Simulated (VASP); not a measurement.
# SnSe in VASP: a series of runs

The runs below take SnSe through single point, with LDA.

Program: VASP 6.6.1. These are calculated values, not measurements. Logs are shortened: lines on timing, memory, paths and dates and some standing lists are left out, and cuts for length are marked.

## Step 1: The cell of the first run

It takes space group Fm-3m (No. 225, cubic). The conventional cell has a = 6.020 Å, b = 6.020 Å, c = 6.020 Å, α = 90.00°, β = 90.00°, γ = 90.00°. Within 4.0 Å of Sn (site symmetry m-3m) lie 6 Se at 3.01 Å. Se (site symmetry m-3m) has 6 Sn at 3.01 Å within 4.0 Å.

## Step 2: Single point, LDA

File INCAR:

```
SYSTEM = SnSe
PREC = Accurate
ENCUT = 520
EDIFF = 1E-6
ISMEAR = 0
SIGMA = 0.05
LREAL = .False.
LASPH = .True.
NELM = 80
ALGO = Normal
ISIF = 2
LWAVE = .False.
LCHARG = .False.
NBANDS = 17
```

File KPOINTS:

```
regular mesh
0
Gamma
  6 6 6
  0 0 0
```

File POSCAR:

```
SnSe
1.0
    0.0000000000      3.0100000000      3.0100000000
    3.0100000000      0.0000000000      3.0100000000
    3.0100000000      3.0100000000      0.0000000000
Sn Se
1 1
Direct
    0.0000000000      0.0000000000      0.0000000000
    0.5000000000      0.5000000000      0.5000000000
```

Potentials or basis: VASP PAW LDA potentials, release 64 (Sn_d, Se).

Launch:

```sh
$ cat potpaw_LDA.64/Sn_d/POTCAR potpaw_LDA.64/Se/POTCAR > POTCAR
$ mpirun -np 1 vasp_std > vasp.out
```

OUTCAR:

```text
SYSTEM = SnSe
   PREC = Accurate
   ENCUT = 520
   EDIFF = 1E-6
   ISMEAR = 0
   LREAL = .False.
   LASPH = .True.
   NELM = 80
   ISIF = 2

 ion  position               nearest neighbor table
   1  0.000  0.000  0.000-   2 3.01   2 3.01   2 3.01   2 3.01   2 3.01   2 3.01
   2  0.500  0.500  0.500-   1 3.01   1 3.01   1 3.01   1 3.01   1 3.01   1 3.01

  LATTYP: Found a face centered cubic cell.
 ALAT       =     6.0200000000

  Lattice vectors:

 A1 = (   0.0000000000,   3.0100000000,   3.0100000000)
 A2 = (   3.0100000000,   0.0000000000,   3.0100000000)
 A3 = (   3.0100000000,   3.0100000000,   0.0000000000)

Analysis of symmetry for initial positions (statically):
=====================================================================
 Subroutine PRICEL returns:
 Original cell was already a primitive cell.

 Routine SETGRP: Setting up the symmetry group for a
 face centered cubic supercell.

 Subroutine GETGRP returns: Found 48 space group operations
 (whereof 48 operations were pure point group operations)
 out of a pool of 48 trial point group operations.

The static configuration has the point symmetry O_h .

Analysis of symmetry for dynamics (positions and initial velocities):
=====================================================================
 Subroutine PRICEL returns:
 Original cell was already a primitive cell.

 Routine SETGRP: Setting up the symmetry group for a
 face centered cubic supercell.

 Subroutine GETGRP returns: Found 48 space group operations
 (whereof 48 operations were pure point group operations)
 out of a pool of 48 trial point group operations.

The dynamic configuration has the point symmetry O_h .

 Subroutine INISYM returns: Found 48 space group operations
 (whereof 48 operations are pure point group operations),
 and found     1 'primitive' translations

----------------------------------------------------------------------------------------

                                     Primitive cell

  volume of cell :      54.5418

  direct lattice vectors                    reciprocal lattice vectors
     0.000000000  3.010000000  3.010000000    -0.166112957  0.166112957  0.166112957
     3.010000000  0.000000000  3.010000000     0.166112957 -0.166112957  0.166112957
     3.010000000  3.010000000  0.000000000     0.166112957  0.166112957 -0.166112957

  length of vectors
     4.256782823  4.256782823  4.256782823     0.287716081  0.287716081  0.287716081

  position of ions in fractional coordinates (direct lattice)
     0.000000000  0.000000000  0.000000000
     0.500000000  0.500000000  0.500000000

  ion indices of the primitive-cell ions
   primitive index   ion index
                 1           1
                 2           2

----------------------------------------------------------------------------------------

 KPOINTS: regular mesh

Automatic generation of k-mesh.
 Grid dimensions read from file:
 generate k-points for:    6    6    6

 Generating k-lattice:

  Cartesian coordinates                     Fractional coordinates (reciprocal lattice)
    -0.027685493  0.027685493  0.027685493     0.166666667  0.000000000  0.000000000
     0.027685493 -0.027685493  0.027685493     0.000000000  0.166666667  0.000000000
     0.027685493  0.027685493 -0.027685493     0.000000000  0.000000000  0.166666667

  Length of vectors
     0.047952680  0.047952680  0.047952680

  Shift w.r.t. Gamma in fractional coordinates (k-lattice)
     0.000000000  0.000000000  0.000000000

 Subroutine IBZKPT returns following result:
 ===========================================

 Found     16 irreducible k-points:

 Following reciprocal coordinates:
            Coordinates               Weight
  0.000000  0.000000  0.000000      1.000000
  0.166667  0.000000  0.000000      8.000000
  0.333333  0.000000  0.000000      8.000000
  0.500000  0.000000  0.000000      4.000000
  0.166667  0.166667  0.000000      6.000000
  0.333333  0.166667  0.000000     24.000000
[... 8 lines left out ...]
 -0.333333  0.333333  0.166667     24.000000
 -0.333333  0.500000  0.166667     12.000000
   k-points           NKPTS =     16   k-points in BZ     NKDIM =     16   number of bands    NBANDS=     17
   number of dos      NEDOS =    301   number of ions     NIONS =      2
   total plane-waves  NPLWV =  32768
   dimension x,y,z NGX =    32 NGY =   32 NGZ =   32
   dimension x,y,z NGXF=    64 NGYF=   64 NGZF=   64
   ions per type =               1   1
   NGX,Y,Z   is equivalent  to a cutoff of  12.50, 12.50, 12.50 a.u.
   NGXF,Y,Z  is equivalent  to a cutoff of  24.99, 24.99, 24.99 a.u.
 SYSTEM =  SnSe
   PREC   = accura    normal or accurate (medium, high low for compatibility)
   ISTART =      0    job   : 0-new  1-cont  2-samecut
   ICHARG =      2    charge: 1-file 2-atom 10-const
   ISPIN  =      1    spin polarized calculation?
   LNONCOLLINEAR =      F non collinear calculations
   LSORBIT =      F    spin-orbit coupling
   LASPH  =      T    aspherical Exc in radial PAW
   ENCUT  =  520.0 eV  38.22 Ry    6.18 a.u.   7.91  7.91  7.91*2*pi/ulx,y,z
   NELM   =     80;   NELMIN=  2; NELMDL= -5     # of ELM steps
   EDIFF  = 0.1E-05   stopping-criterion for ELM
   LREAL  =      F    real-space projection
   EDIFFG = 0.1E-04   stopping-criterion for IOM
   NSW    =      0    number of steps for IOM
   IBRION =     -1    ionic relax: 0-MD 1-quasi-New 2-CG
   NFREE  =      0    steps in history (QN), initial steepest desc. (CG)
   ISIF   =      2    stress and relaxation
   ISYM   =      2    0-nonsym 1-usesym 2-fastsym
   POTIM  = 0.5000    time-step for ionic-motion
   TEBEG  =    0.0;   TEEND  =   0.0 temperature during run
   PSTRESS=    0.0 pullay stress
   NELECT =      20.0000    total number of electrons
   NUPDOWN=      -1.0000    fix difference up-down
   EMIN   =  10.00;   EMAX   =-10.00  energy-range for DOS
   EFERMI =   0.00;   METHOD = LEGACY
   ISMEAR =     0;   SIGMA  =   0.05  broadening in eV -4-tet -1-fermi 0-gaus
   EFERMI_NEDOS =   21; number of points for ismear=-14 and -15
   IALGO  =     38    algorithm
   IMIX   =      4    mixing-type and parameters
     AMIX     =   0.40;   BMIX     =  1.00
     AMIX_MAG =   1.60;   BMIX_MAG =  1.00
  volume/ion in A,a.u.               =      27.27       184.03
  Fermi-wavevector in a.u.,A,eV,Ry     =   1.171768  2.214321 18.681350  1.373040
  Thomas-Fermi vector in A             =   2.308207
   LORBIT       =      0    0 simple, 1 ext, 2 COOP (PROOUT), +10 PAW based schemes
   GGA     = CA    functional components
   LHFCALC =     F    Hartree Fock is set to
   AEXX    =    0.0000 exact exchange contribution
   IVDW    =     0    specifies the selected vdW correction
   LEPSILON=     F    determine dielectric tensor
   LRPA    =     F    only Hartree local field effects (RPA)
 non-spin polarized calculation
 Gauss-broadening in eV      SIGMA  =   0.05
  energy-cutoff  :      520.00
  volume of cell :       54.54
 maximum number of plane-waves:      1484
   NGX = 15   NGY = 15   NGZ = 15

 number of electron      20.0000006 magnetization

 Free energy of the ion-electron system (eV)
  ---------------------------------------------------
  ext. energy  EPLUGINS =         0.00000000
  ---------------------------------------------------
  free energy    TOTEN  =        -9.49320418 eV

  energy without entropy =       -9.49320418  energy(sigma->0) =       -9.49320418

 E-fermi :   5.5785     XC(G=0):  -9.8862

 val. band max:        5.3221689138   @ k =   0.5000   0.0000   0.0000
 cond. band min:       5.9449391507   @ k =   0.5000   0.0000   0.0000
 fundamental gap:      0.6227702368
 Fermi energy:         5.5785201963

 k-point     1 :       0.0000    0.0000    0.0000
  band No.  band energies     occupation
      1     -16.0805      2.00000
      2     -16.0805      2.00000
      3     -16.0780      2.00000
      4     -16.0780      2.00000
      5     -16.0780      2.00000
      6      -8.4607      2.00000
[... 9 lines left out ...]
     16      11.2849      0.00000
     17      13.5711      0.00000

 k-point     2 :       0.1667    0.0000    0.0000
  band No.  band energies     occupation
      1     -16.0821      2.00000
      2     -16.0821      2.00000
      3     -16.0774      2.00000
      4     -16.0751      2.00000
      5     -16.0751      2.00000
      6      -8.2700      2.00000
[... 9 lines left out ...]
     16      11.9102      0.00000
     17      15.2587      0.00000

 k-point     3 :       0.3333    0.0000    0.0000
  band No.  band energies     occupation
      1     -16.0861      2.00000
      2     -16.0861      2.00000
      3     -16.0761      2.00000
      4     -16.0685      2.00000
      5     -16.0685      2.00000
      6      -7.8134      2.00000
[... 9 lines left out ...]
     16      13.5418      0.00000
     17      17.1461      0.00000

 k-point     4 :       0.5000    0.0000    0.0000
  band No.  band energies     occupation
      1     -16.0882      2.00000
      2     -16.0882      2.00000
      3     -16.0756      2.00000
      4     -16.0652      2.00000
      5     -16.0652      2.00000
      6      -7.5261      2.00000
[... 9 lines left out ...]
     16      15.6413      0.00000
     17      15.6413      0.00000
[... 183 lines left out ...]
      1     -16.0956      2.00000
      2     -16.0803      2.00000
      3     -16.0777      2.00000
      4     -16.0667      2.00000
      5     -16.0649      2.00000
      6      -7.4961      2.00000
[... 9 lines left out ...]
     16      15.3660      0.00000
     17      15.8809      0.00000

 k-point    15 :      -0.3333    0.3333    0.1667
  band No.  band energies     occupation
      1     -16.0970      2.00000
      2     -16.0814      2.00000
      3     -16.0725      2.00000
      4     -16.0710      2.00000
      5     -16.0623      2.00000
      6      -7.3021      2.00000
[... 9 lines left out ...]
     16      16.8427      0.00000
     17      16.8505      0.00000

 k-point    16 :      -0.3333    0.5000    0.1667
  band No.  band energies     occupation
      1     -16.1030      2.00000
      2     -16.0787      2.00000
      3     -16.0772      2.00000
      4     -16.0664      2.00000
      5     -16.0600      2.00000
      6      -7.2284      2.00000
[... 9 lines left out ...]
     16      16.5857      0.00000
     17      18.1821      0.00000

------------------------ aborting loop because EDIFF is reached ----------------------------------------

  FORCE on cell =-STRESS in cart. coord.  units (eV):
  Direction    XX          YY          ZZ          XY          YZ          ZX
  --------------------------------------------------------------------------------------
  -------------------------------------------------------------------------------------
  Total       -1.2198681     -1.2198681     -1.2198681     -0.0000000     -0.0000000      0.0000000
  in kB      -35.8338920    -35.8338920    -35.8338920     -0.0000000     -0.0000000      0.0000000
  external PRESSURE =     -35.8338920 kB  Pullay stress =       0.0000000 kB

 VOLUME and BASIS-vectors are now :
 -----------------------------------------------------------------------------
  energy-cutoff  :      520.00
  volume of cell :       54.54
      direct lattice vectors                 reciprocal lattice vectors
     0.000000000  3.010000000  3.010000000    -0.166112957  0.166112957  0.166112957
     3.010000000  0.000000000  3.010000000     0.166112957 -0.166112957  0.166112957
     3.010000000  3.010000000  0.000000000     0.166112957  0.166112957 -0.166112957

 POSITION                                       TOTAL-FORCE (eV/Angst)
 -----------------------------------------------------------------------------------
      0.00000      0.00000      0.00000        -0.000000      0.000000      0.000000
      3.01000      3.01000      3.01000         0.000000     -0.000000     -0.000000
 -----------------------------------------------------------------------------------
    total drift:                                0.000000     -0.000000     -0.000000

  FREE ENERGIE OF THE ION-ELECTRON SYSTEM (eV)
  ---------------------------------------------------
  free  energy   TOTEN  =        -9.4932041775 eV

  energy  without entropy=       -9.4932041775  energy(sigma->0) =       -9.49320418
```

Wall time 11 s (1 thread of Intel Xeon 6975P-C, shared host); peak memory 0.15 GiB.

Results:

```yaml
Free_energy: -9.4932 eV
Pressure: -3.6 GPa
Band_gap_on_the_k_mesh: 0.62 eV, direct
```

Levels at points of the mesh, in eV from the valence-band top:
```tsv
k point	band 8	band 9	band 10	band 11	band 12	band 13
(0.00, 0.00, 0.00)	-2.08	-2.08	-2.08	4.32	4.32	4.32
(0.50, 0.00, 0.00)	-1.82	-1.82	0.00	0.62	1.29	1.29
(0.50, 0.50, 0.00)	-5.38	-3.53	-3.53	3.09	5.35	5.35
```

Caveat: spin-orbit coupling is left out, which moves the levels of the heavy elements.

## Step 3: Single point, LDA

File INCAR:

```
PREC = Accurate ; ENCUT = 520
EDIFF = 1E-6 ; ISMEAR = 0
SIGMA = 0.05 ; LREAL = F
LASPH = T ; NELM = 60
ALGO = Normal ; ISIF = 2
LWAVE = F ; LCHARG = T
LELF = T ; LVHAR = T
NBANDS = 17
```

File KPOINTS:

```
regular mesh
0
Gamma
  6 6 6
```

File POSCAR:

```
SnSe
1.0
   -0.0602000000      2.9799000000      2.9799000000
    2.9799000000     -0.0602000000      2.9799000000
    2.9799000000      2.9799000000     -0.0602000000
Sn Se
1 1
Direct
    0.0000000000      0.0000000000      0.0000000000
    0.5000000000      0.5000000000      0.5000000000
```

Potentials or basis: VASP PAW LDA potentials, release 64 (Sn_d, Se).

Launch:

```sh
$ cat potpaw_LDA.64/Sn_d/POTCAR potpaw_LDA.64/Se/POTCAR > POTCAR
$ mpirun -np 1 vasp_std > vasp.out
```

OUTCAR:

```text
PREC = Accurate
   ENCUT = 520
   EDIFF = 1E-6
   ISMEAR = 0
   LREAL = F
   LASPH = T
   NELM = 60
   ISIF = 2

 ion  position               nearest neighbor table
   1  0.000  0.000  0.000-   2 3.01   2 3.01   2 3.01   2 3.01   2 3.01   2 3.01
   2  0.500  0.500  0.500-   1 3.01   1 3.01   1 3.01   1 3.01   1 3.01   1 3.01

  LATTYP: Found a trigonal (rhomboedric) cell.
 ALAT       =     4.2146449506
 COS(alpha) =     0.4797000918

  Lattice vectors:

 A1 = (  -0.0602000000,   2.9799000000,   2.9799000000)
[... 191 lines left out ...]
      6      -8.4573      2.00000
[... 457 lines left out ...]
      4     -16.0647      2.00000
      5     -16.0582      2.00000
      6      -7.2237      2.00000
[... 9 lines left out ...]
     16      16.5475      0.00000
     17      18.2185      0.00000

 [... further k-points ...]
[... 5 lines left out ...]
  --------------------------------------------------------------------------------------
  -------------------------------------------------------------------------------------
  Total       -1.2212188     -1.2212188     -1.2212188      0.1311512      0.1311512      0.1311512
  in kB      -35.8844063    -35.8844063    -35.8844063      3.8537589      3.8537589      3.8537589
  external PRESSURE =     -35.8844063 kB  Pullay stress =       0.0000000 kB

 VOLUME and BASIS-vectors are now :
 -----------------------------------------------------------------------------
  energy-cutoff  :      520.00
  volume of cell :       54.53
      direct lattice vectors                 reciprocal lattice vectors
    -0.060200000  2.979900000  2.979900000    -0.162790026  0.166146522  0.166146522
     2.979900000 -0.060200000  2.979900000     0.166146522 -0.162790026  0.166146522
     2.979900000  2.979900000 -0.060200000     0.166146522  0.166146522 -0.162790026

 POSITION                                       TOTAL-FORCE (eV/Angst)
 -----------------------------------------------------------------------------------
      0.00000      0.00000      0.00000        -0.000000      0.000000     -0.000000
      2.94980      2.94980      2.94980         0.000000     -0.000000      0.000000
 -----------------------------------------------------------------------------------
    total drift:                                0.000000     -0.000000     -0.000000

  FREE ENERGIE OF THE ION-ELECTRON SYSTEM (eV)
  ---------------------------------------------------
  free  energy   TOTEN  =        -9.4895869180 eV

  energy  without entropy=       -9.4895869180  energy(sigma->0) =       -9.48958692
```

OSZICAR:

```text
N       E                     dE             d eps       ncg     rms          rms(c)
DAV:   1     0.131526186244E+03    0.13153E+03   -0.98198E+03  1105   0.145E+03
DAV:   2     0.334580713777E+01   -0.12818E+03   -0.12426E+03  1137   0.346E+02
DAV:   3    -0.931853485626E+01   -0.12664E+02   -0.12563E+02  1347   0.944E+01
DAV:   4    -0.966547423815E+01   -0.34694E+00   -0.34651E+00  1342   0.163E+01
DAV:   5    -0.967518858058E+01   -0.97143E-02   -0.97138E-02  1519   0.268E+00    0.319E+00
DAV:   6    -0.949706292051E+01    0.17813E+00   -0.45127E-01  1571   0.396E+00    0.193E+00
DAV:   7    -0.949119325805E+01    0.58697E-02   -0.63376E-02  1339   0.114E+00    0.920E-01
DAV:   8    -0.948976259016E+01    0.14307E-02   -0.64772E-03  1284   0.656E-01    0.791E-02
DAV:   9    -0.948958202374E+01    0.18057E-03   -0.12096E-03  1559   0.244E-01    0.397E-02
DAV:  10    -0.948958633910E+01   -0.43154E-05   -0.92249E-05  1250   0.575E-02    0.766E-03
DAV:  11    -0.948958691803E+01   -0.57894E-06   -0.48625E-06  1418   0.151E-02
   1 F= -.94895869E+01 E0= -.94895869E+01  d E =-.411059E-11
```

stdout:

```text
POSCAR found type information on POSCAR SnSe
 POSCAR found :  2 types and       2 ions
 scaLAPACK will be used
 LDA part: xc-table for (Slater(with rela. corr.)+CA(PZ))
 , standard interpolation
 POSCAR, INCAR and KPOINTS ok, starting setup
 FFT: planning ... GRIDC
 FFT: planning ... GRID_SOFT
 FFT: planning ... GRID
 WAVECAR not read
 entering main loop
```

Run time: 22 s. Hardware: 1 thread of Intel Xeon 6975P-C, shared host; peak memory 0.17 GiB.

Results:

* Free energy: -9.4896 eV
* Pressure: -3.6 GPa
* Band gap on the k mesh: 0.43 eV, indirect (least direct gap 0.61 eV)

Caveat: spin-orbit coupling is left out, which moves the levels of the heavy elements. A k mesh can miss the band edges.
